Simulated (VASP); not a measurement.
# TaN (Fm-3m) in VASP: further runs, part 2 of 2

VASP 6.6.1.

## (3) Single point, PBE

INCAR

```
PREC     = Accurate       # precision mode
ENCUT    = 520            # plane-wave cutoff, eV
EDIFF    = 1E-6           # SCF threshold, eV
ISMEAR   = 0              # smearing method
SIGMA    = 0.026000000000000002 # smearing width, eV
LREAL    = F              # projectors in reciprocal space
LASPH    = T              # aspherical terms in the spheres
NELM     = 60             # most SCF steps
ALGO     = Normal         # electronic algorithm
ISIF     = 2              # what is computed and relaxed
LWAVE    = F              # write WAVECAR
LCHARG   = F              # write CHGCAR
GGA      = PE             # functional
NBANDS   = 15             # bands
```

KPOINTS

```
regular mesh
0
Gamma
  10 10 10
```

POSCAR

```
TaN
1.0
    0.0000000000      2.2113230000      2.2113230000
    2.2113230000      0.0000000000      2.2113230000
    2.2113230000      2.2113230000      0.0000000000
Ta N
1 1
Direct
    0.5000000000      0.5000000000      0.5000000000
    0.0000000000      0.0000000000      0.0000000000
```

Potentials or basis: VASP PAW PBE potentials, release 64 (Ta_pv, N).

The run is started by

```sh
> cat potpaw_PBE.64/Ta_pv/POTCAR potpaw_PBE.64/N/POTCAR > POTCAR
> mpirun -np 1 vasp_std > vasp.out
```

OUTCAR:

```text
PREC = Accurate
   ENCUT = 520
   EDIFF = 1E-6
   ISMEAR = 0
   LREAL = F
   LASPH = T
   NELM = 60
   ISIF = 2
   GGA = PE

 ion  position               nearest neighbor table
   1  0.500  0.500  0.500-   2 2.21   2 2.21   2 2.21   2 2.21   2 2.21   2 2.21
   2  0.000  0.000  0.000-   1 2.21   1 2.21   1 2.21   1 2.21   1 2.21   1 2.21

  LATTYP: Found a face centered cubic cell.
 ALAT       =     4.4226460000

  Lattice vectors:

 A1 = (   0.0000000000,   2.2113230000,   2.2113230000)
 A2 = (   2.2113230000,   0.0000000000,   2.2113230000)
 A3 = (   2.2113230000,   2.2113230000,   0.0000000000)

Analysis of symmetry for initial positions (statically):
=====================================================================
 Subroutine PRICEL returns:
 Original cell was already a primitive cell.

 Routine SETGRP: Setting up the symmetry group for a
 face centered cubic supercell.

 Subroutine GETGRP returns: Found 48 space group operations
 (whereof 48 operations were pure point group operations)
 out of a pool of 48 trial point group operations.

The static configuration has the point symmetry O_h .

Analysis of symmetry for dynamics (positions and initial velocities):
=====================================================================
 Subroutine PRICEL returns:
 Original cell was already a primitive cell.

 Routine SETGRP: Setting up the symmetry group for a
 face centered cubic supercell.

 Subroutine GETGRP returns: Found 48 space group operations
 (whereof 48 operations were pure point group operations)
 out of a pool of 48 trial point group operations.

The dynamic configuration has the point symmetry O_h .

 Subroutine INISYM returns: Found 48 space group operations
 (whereof 48 operations are pure point group operations),
 and found     1 'primitive' translations

----------------------------------------------------------------------------------------

                                     Primitive cell

  volume of cell :      21.6265

  direct lattice vectors                    reciprocal lattice vectors
     0.000000000  2.211323000  2.211323000    -0.226108985  0.226108985  0.226108985
     2.211323000  0.000000000  2.211323000     0.226108985 -0.226108985  0.226108985
     2.211323000  2.211323000  0.000000000     0.226108985  0.226108985 -0.226108985

  length of vectors
     3.127282977  3.127282977  3.127282977     0.391632251  0.391632251  0.391632251

  position of ions in fractional coordinates (direct lattice)
     0.500000000  0.500000000  0.500000000
     0.000000000  0.000000000  0.000000000

  ion indices of the primitive-cell ions
   primitive index   ion index
                 1           1
                 2           2

----------------------------------------------------------------------------------------

 KPOINTS: regular mesh

Automatic generation of k-mesh.
 Grid dimensions read from file:
 generate k-points for:   10   10   10

 Generating k-lattice:

  Cartesian coordinates                     Fractional coordinates (reciprocal lattice)
    -0.022610899  0.022610899  0.022610899     0.100000000  0.000000000  0.000000000
     0.022610899 -0.022610899  0.022610899     0.000000000  0.100000000  0.000000000
     0.022610899  0.022610899 -0.022610899     0.000000000  0.000000000  0.100000000

  Length of vectors
     0.039163225  0.039163225  0.039163225

  Shift w.r.t. Gamma in fractional coordinates (k-lattice)
[... 36 lines left out ...]
   total plane-waves  NPLWV =  13824
   dimension x,y,z NGX =    24 NGY =   24 NGZ =   24
   dimension x,y,z NGXF=    48 NGYF=   48 NGZF=   48
   ions per type =               1   1
   NGX,Y,Z   is equivalent  to a cutoff of  12.76, 12.76, 12.76 a.u.
   NGXF,Y,Z  is equivalent  to a cutoff of  25.52, 25.52, 25.52 a.u.
 SYSTEM =  unknown system
   PREC   = accura    normal or accurate (medium, high low for compatibility)
   ISTART =      0    job   : 0-new  1-cont  2-samecut
   ICHARG =      2    charge: 1-file 2-atom 10-const
   ISPIN  =      1    spin polarized calculation?
   LNONCOLLINEAR =      F non collinear calculations
   LSORBIT =      F    spin-orbit coupling
   LASPH  =      T    aspherical Exc in radial PAW
   ENCUT  =  520.0 eV  38.22 Ry    6.18 a.u.   5.81  5.81  5.81*2*pi/ulx,y,z
   NELM   =     60;   NELMIN=  2; NELMDL= -5     # of ELM steps
   EDIFF  = 0.1E-05   stopping-criterion for ELM
   LREAL  =      F    real-space projection
   EDIFFG = 0.1E-04   stopping-criterion for IOM
   NSW    =      0    number of steps for IOM
   IBRION =     -1    ionic relax: 0-MD 1-quasi-New 2-CG
   NFREE  =      0    steps in history (QN), initial steepest desc. (CG)
   ISIF   =      2    stress and relaxation
   ISYM   =      2    0-nonsym 1-usesym 2-fastsym
   POTIM  = 0.5000    time-step for ionic-motion
   TEBEG  =    0.0;   TEEND  =   0.0 temperature during run
   PSTRESS=    0.0 pullay stress
   NELECT =      16.0000    total number of electrons
   NUPDOWN=      -1.0000    fix difference up-down
   EMIN   =  10.00;   EMAX   =-10.00  energy-range for DOS
   EFERMI =   0.00;   METHOD = LEGACY
   ISMEAR =     0;   SIGMA  =   0.03  broadening in eV -4-tet -1-fermi 0-gaus
   EFERMI_NEDOS =   21; number of points for ismear=-14 and -15
   IALGO  =     38    algorithm
   IMIX   =      4    mixing-type and parameters
     AMIX     =   0.40;   BMIX     =  1.00
     AMIX_MAG =   1.60;   BMIX_MAG =  1.00
  volume/ion in A,a.u.               =      10.81        72.97
  Fermi-wavevector in a.u.,A,eV,Ry     =   1.480651  2.798024 29.828417  2.192327
  Thomas-Fermi vector in A             =   2.594659
   LORBIT       =      0    0 simple, 1 ext, 2 COOP (PROOUT), +10 PAW based schemes
   GGA     = PE    functional components
   LHFCALC =     F    Hartree Fock is set to
   AEXX    =    0.0000 exact exchange contribution
   IVDW    =     0    specifies the selected vdW correction
   LEPSILON=     F    determine dielectric tensor
   LRPA    =     F    only Hartree local field effects (RPA)
 non-spin polarized calculation
 Gauss-broadening in eV      SIGMA  =   0.03
  energy-cutoff  :      520.00
  volume of cell :       21.63
 maximum number of plane-waves:       592
   NGX = 11   NGY = 11   NGZ = 11

 number of electron      16.0000003 magnetization

 Free energy of the ion-electron system (eV)
  ---------------------------------------------------
  ext. energy  EPLUGINS =         0.00000000
  ---------------------------------------------------
  free energy    TOTEN  =       -21.83897874 eV

  energy without entropy =      -21.83836370  energy(sigma->0) =      -21.83867122

 E-fermi :   9.4062     XC(G=0): -13.3449

 val. band max:        9.2908038139   @ k =  -0.2000   0.2000   0.0000
 cond. band min:       9.4075089356   @ k =   0.0000   0.0000   0.0000
 fundamental gap:      0.1167051217
 Fermi energy:         9.4061559709

 k-point     1 :       0.0000    0.0000    0.0000
  band No.  band energies     occupation
      1     -26.4715      2.00000
      2     -26.4715      2.00000
      3     -26.4715      2.00000
      4      -9.3586      2.00000
      5       5.5906      2.00000
      6       5.5906      2.00000
      7       5.5906      2.00000
      8       7.2890      2.00000
      9       7.2890      2.00000
     10       7.2890      2.00000
     11       9.4075      0.94134
     12       9.4075      0.94129
     13      10.7342      0.00000
     14      18.7519      0.00000
[... 401 lines left out ...]
      2     -26.6983      2.00000
      3     -26.6743      2.00000
      4      -7.8290      2.00000
      5       1.4936      2.00000
      6       3.5494      2.00000
      7       4.2153      2.00000
      8       5.5544      2.00000
      9      11.4687      0.00000
     10      12.1973      0.00000
     11      12.2760      0.00000
     12      13.0965      0.00000
     13      17.5752      0.00000
     14      19.8463      0.00000
     15      21.6681      0.00000

 [... further k-points ...]

------------------------ aborting loop because EDIFF is reached ----------------------------------------

  FORCE on cell =-STRESS in cart. coord.  units (eV):
  Direction    XX          YY          ZZ          XY          YZ          ZX
  --------------------------------------------------------------------------------------
  -------------------------------------------------------------------------------------
  Total       -0.0792654     -0.0792654     -0.0792654      0.0000000     -0.0000000      0.0000000
  in kB       -5.8722917     -5.8722917     -5.8722917      0.0000000     -0.0000000      0.0000000
  external PRESSURE =      -5.8722917 kB  Pullay stress =       0.0000000 kB

 VOLUME and BASIS-vectors are now :
 -----------------------------------------------------------------------------
  energy-cutoff  :      520.00
  volume of cell :       21.63
      direct lattice vectors                 reciprocal lattice vectors
     0.000000000  2.211323000  2.211323000    -0.226108985  0.226108985  0.226108985
     2.211323000  0.000000000  2.211323000     0.226108985 -0.226108985  0.226108985
     2.211323000  2.211323000  0.000000000     0.226108985  0.226108985 -0.226108985

 POSITION                                       TOTAL-FORCE (eV/Angst)
 -----------------------------------------------------------------------------------
      2.21132      2.21132      2.21132         0.000000      0.000000      0.000000
      0.00000      0.00000      0.00000        -0.000000     -0.000000     -0.000000
 -----------------------------------------------------------------------------------
    total drift:                                0.000000     -0.000000     -0.000000

  FREE ENERGIE OF THE ION-ELECTRON SYSTEM (eV)
  ---------------------------------------------------
  free  energy   TOTEN  =       -21.8389787440 eV

  energy  without entropy=      -21.8383637030  energy(sigma->0) =      -21.83867122
```

Wall time 12 s (1 thread of Intel Xeon Platinum 8259CL at 2.50GHz (Skylake/Cascade Lake), shared host); peak memory 0.14 GiB.

What came out:

| Quantity | Value |
| --- | --- |
| Free energy | -21.8390 eV |
| Pressure | -0.6 GPa |
| Band gap on the k mesh | zero (band 8 reaches 11.20 eV, above the bottom of band 9 at 7.29 eV) |

Levels at points of the mesh, in eV from the Fermi level:
```
           k point  band 6  band 7  band 8  band 9  band 10  band 11
(0.00, 0.00, 0.00)   -3.82   -3.82   -2.12   -2.12    -2.12     0.00
(0.50, 0.00, 0.00)   -7.50   -7.50    1.79    1.79     1.89     3.72
(0.50, 0.50, 0.00)   -5.41   -4.64   -4.64    2.00     3.39     3.39
```

Caveat: spin-orbit coupling is left out, which moves the levels of the heavy elements.
